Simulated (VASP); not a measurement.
# Al3Cu2 (P-3m1) in VASP: further runs, part 2 of 2

VASP 6.6.1. The steps go on from the part before.

### Step 4. Single point, LDA

INCAR reads:

```
SYSTEM = Al3Cu2
PREC = Accurate
ENCUT = 520
EDIFF = 1E-6
ISMEAR = -4
SIGMA = 0.15
LREAL = .FALSE.
LASPH = .TRUE.
NELM = 100
ALGO = Fast
ISIF = 2
LWAVE = .FALSE.
LCHARG = .FALSE.
NBANDS = 24
```

KPOINTS reads:

```
regular mesh
0
G
  12 12 8
  0 0 0
```

POSCAR reads:

```
Al3Cu2
1.0
    4.0558389475      0.0000000000      0.0000000000
   -2.0279194737      3.5124595622      0.0000000000
    0.0000000000      0.0000000000      4.9320181110
Al Cu
3 2
Direct
    0.0000000000      0.0000000000      0.0000000000
    0.3333333333      0.6666666667      0.3508592134
    0.6666666667      0.3333333333      0.6491407866
    0.3333333333      0.6666666667      0.8415141677
    0.6666666667      0.3333333333      0.1584858323
```

Potentials or basis: VASP PAW LDA potentials, release 64 (Al, Cu).

Run with:

```sh
> cat potpaw_LDA.64/Al/POTCAR potpaw_LDA.64/Cu/POTCAR > POTCAR
> mpirun -np 1 vasp_std > vasp.out
```

OUTCAR:

```text
SYSTEM = Al3Cu2
   PREC = Accurate
   ENCUT = 520
   EDIFF = 1E-6
   ISMEAR = -4
   LREAL = .FALSE.
   LASPH = .TRUE.
   NELM = 100
   ISIF = 2

 ion  position               nearest neighbor table
   1  0.000  0.000  0.000-   4 2.47   5 2.47   4 2.47   5 2.47   5 2.47   4 2.47   2 2.91   3 2.91
                             2 2.91   3 2.91   2 2.91   3 2.91
   2  0.333  0.667  0.351-   4 2.42   4 2.51   5 2.53   5 2.53   5 2.53   3 2.77   3 2.77   3 2.77
                             1 2.91   1 2.91   1 2.91
   3  0.667  0.333  0.649-   5 2.42   5 2.51   4 2.53   4 2.53   4 2.53   2 2.77   2 2.77   2 2.77
                             1 2.91   1 2.91   1 2.91
   4  0.333  0.667  0.842-   2 2.42   1 2.47   1 2.47   1 2.47   2 2.51   3 2.53   3 2.53   3 2.53

   5  0.667  0.333  0.158-   3 2.42   1 2.47   1 2.47   1 2.47   3 2.51   2 2.53   2 2.53   2 2.53

  LATTYP: Found a hexagonal cell.
 ALAT       =     4.0558389475
 C/A-ratio  =     1.2160290817

  Lattice vectors:

 A1 = (   4.0558389475,   0.0000000000,   0.0000000000)
 A2 = (  -2.0279194737,   3.5124595622,   0.0000000000)
 A3 = (   0.0000000000,   0.0000000000,   4.9320181110)

Analysis of symmetry for initial positions (statically):
=====================================================================
 Subroutine PRICEL returns:
 Original cell was already a primitive cell.

 Routine SETGRP: Setting up the symmetry group for a
 hexagonal supercell.

 Subroutine GETGRP returns: Found 12 space group operations
 (whereof 12 operations were pure point group operations)
 out of a pool of 24 trial point group operations.

The static configuration has the point symmetry D_3d.

Analysis of symmetry for dynamics (positions and initial velocities):
=====================================================================
 Subroutine PRICEL returns:
 Original cell was already a primitive cell.

[... 135 lines left out ...]
     AMIX_MAG =   1.60;   BMIX_MAG =  1.00
  volume/ion in A,a.u.               =      14.05        94.83
  Fermi-wavevector in a.u.,A,eV,Ry     =   1.246302  2.355169 21.133491  1.553268
  Thomas-Fermi vector in A             =   2.380485
   LORBIT       =      0    0 simple, 1 ext, 2 COOP (PROOUT), +10 PAW based schemes
   GGA     = CA    functional components
   LHFCALC =     F    Hartree Fock is set to
   AEXX    =    0.0000 exact exchange contribution
   IVDW    =     0    specifies the selected vdW correction
   LEPSILON=     F    determine dielectric tensor
   LRPA    =     F    only Hartree local field effects (RPA)
 non-spin polarized calculation
 RMM-DIIS sequential band-by-band and
 Fermi weights with tetrahedron method witout Bloechl corrections
  energy-cutoff  :      520.00
  volume of cell :       70.26
 maximum number of plane-waves:      1914
   NGX = 15   NGY = 15   NGZ = 19

 number of electron      31.0000010 magnetization

 Free energy of the ion-electron system (eV)
  ---------------------------------------------------
  ext. energy  EPLUGINS =         0.00000000
  ---------------------------------------------------
  free energy    TOTEN  =       -22.85459304 eV

  energy without entropy =      -22.85459304  energy(sigma->0) =      -22.85459304

 E-fermi :   8.5118     XC(G=0): -11.3169

 val. band max:        8.7494955280   @ k =   0.0000   0.0000   0.2500
 cond. band min:       8.4375954501   @ k =   0.1667   0.0833   0.5000
 fundamental gap:     -0.3119000780
 Fermi energy:         8.5117952882

 k-point     1 :       0.0000    0.0000    0.0000
  band No.  band energies     occupation
      1      -2.9212      2.00000
      2       1.9310      2.00000
      3       2.5043      2.00000
      4       2.9711      2.00000
      5       2.9711      2.00000
      6       3.3330      2.00000
[... 637 lines left out ...]
     23      14.1846      0.00000
     24      14.5705      0.00000

 [... further k-points ...]

------------------------ aborting loop because EDIFF is reached ----------------------------------------

  FORCE on cell =-STRESS in cart. coord.  units (eV):
  Direction    XX          YY          ZZ          XY          YZ          ZX
  --------------------------------------------------------------------------------------
  -------------------------------------------------------------------------------------
  Total        0.3717708      0.3717708      0.3250866      0.0000000      0.0000000     -0.0000000
  in kB        8.4775256      8.4775256      7.4129818      0.0000000      0.0000000     -0.0000000
  external PRESSURE =       8.1226777 kB  Pullay stress =       0.0000000 kB

 VOLUME and BASIS-vectors are now :
 -----------------------------------------------------------------------------
  energy-cutoff  :      520.00
  volume of cell :       70.26
      direct lattice vectors                 reciprocal lattice vectors
     4.055838947  0.000000000  0.000000000     0.246558114  0.142350393  0.000000000
    -2.027919474  3.512459562  0.000000000     0.000000000  0.284700787  0.000000000
     0.000000000  0.000000000  4.932018111     0.000000000  0.000000000  0.202756757

 POSITION                                       TOTAL-FORCE (eV/Angst)
 -----------------------------------------------------------------------------------
      0.00000      0.00000      0.00000         0.000000      0.000000      0.000000
     -0.00000      2.34164      1.73044        -0.000000     -0.000000      0.004549
      2.02792      1.17082      3.20157        -0.000000      0.000000     -0.004549
     -0.00000      2.34164      4.15036         0.000000      0.000000      0.013687
      2.02792      1.17082      0.78165         0.000000      0.000000     -0.013687
 -----------------------------------------------------------------------------------
    total drift:                               -0.000000      0.000000     -0.000000

  FREE ENERGIE OF THE ION-ELECTRON SYSTEM (eV)
  ---------------------------------------------------
  free  energy   TOTEN  =       -22.8545930435 eV

  energy  without entropy=      -22.8545930435  energy(sigma->0) =      -22.85459304
```

OSZICAR:

```text
N       E                     dE             d eps       ncg     rms          rms(c)
DAV:   1     0.176678075082E+03    0.17668E+03   -0.12273E+04  6304   0.152E+03
DAV:   2    -0.160592483007E+02   -0.19274E+03   -0.17956E+03  6312   0.291E+02
DAV:   3    -0.271011459182E+02   -0.11042E+02   -0.10458E+02  8256   0.932E+01
[... 11 lines left out ...]
RMM:  15    -0.228548582661E+02    0.16142E-03   -0.11533E-04  7837   0.152E-01    0.113E-01
RMM:  16    -0.228546152914E+02    0.24297E-03   -0.38798E-04  9465   0.185E-01    0.597E-02
RMM:  17    -0.228545890199E+02    0.26271E-04   -0.14480E-04  8102   0.135E-01    0.139E-02
RMM:  18    -0.228545925767E+02   -0.35569E-05   -0.34632E-05  7969   0.364E-02    0.827E-03
RMM:  19    -0.228545930435E+02   -0.46681E-06   -0.42748E-06  6078   0.177E-02
   1 F= -.22854593E+02 E0= -.22854593E+02  d E =0.000000E+00
```

stdout:

```text
POSCAR found type information on POSCAR AlCu
 POSCAR found :  2 types and       5 ions
 scaLAPACK will be used
 LDA part: xc-table for (Slater(with rela. corr.)+CA(PZ))
 , standard interpolation
 POSCAR, INCAR and KPOINTS ok, starting setup
 FFT: planning ... GRIDC
 FFT: planning ... GRID_SOFT
 FFT: planning ... GRID
 WAVECAR not read
 entering main loop
 -----------------------------------------------------------------------------
|                                                                             |
|           W    W    AA    RRRRR   N    N  II  N    N   GGGG   !!!           |
|           W    W   A  A   R    R  NN   N  II  NN   N  G    G  !!!           |
|           W    W  A    A  R    R  N N  N  II  N N  N  G       !!!           |
|           W WW W  AAAAAA  RRRRR   N  N N  II  N  N N  G  GGG   !            |
|           WW  WW  A    A  R   R   N   NN  II  N   NN  G    G                |
|           W    W  A    A  R    R  N    N  II  N    N   GGGG   !!!           |
|                                                                             |
|     Tetrahedron method does not include variations of the Fermi             |
|     occupations, so forces and stress will be inaccurate. We suggest        |
|     using a different smearing scheme ISMEAR = 1 or 2 for metals in         |
|     relaxations.                                                            |
|                                                                             |
 -----------------------------------------------------------------------------
```

It took 2.2 min on 1 thread of Intel Xeon 6975P-C (Granite Rapids), shared host; peak memory 0.3 GiB.

Results:

```
Free energy            : -22.8546 eV
Pressure               : 0.8 GPa
Largest force          : 0.014 eV/Å
Band gap on the k mesh : zero (an odd number of electrons rules out a gap without spin polarisation)
```

Forces on the atoms (eV/Å):
```
Al   0.000  0.000  0.000
Al   0.000  0.000  0.005
Al   0.000  0.000 -0.005
Cu   0.000  0.000  0.014
Cu   0.000  0.000 -0.014
```

### Step 5. Summary

```csv
smearing,further INCAR settings,gap on the mesh (eV),pressure (GPa)
gaussian 0.1 eV,ALGO = Fast; EDIFF = 1e-06; NBANDS = 24,none,0.4
gaussian 0.15 eV,ALGO = Fast; EDIFF = 1e-07; NBANDS = 24,none,0.5
tetrahedron,ALGO = Fast; EDIFF = 1e-06; NBANDS = 24,none,0.8
```

Alike in all rows: task single point; level LDA; potentials or basis VASP PAW LDA potentials, release 64 (Al, Cu); no spin polarisation; cell a = 4.056, b = 4.056, c = 4.932 Å, angles 90.0, 90.0, 120.0°, 5 atoms; k mesh 12 × 12 × 8; cutoff (eV) 520.

Total energies depend on the potentials used, so only differences within one code and one set of settings carry meaning.
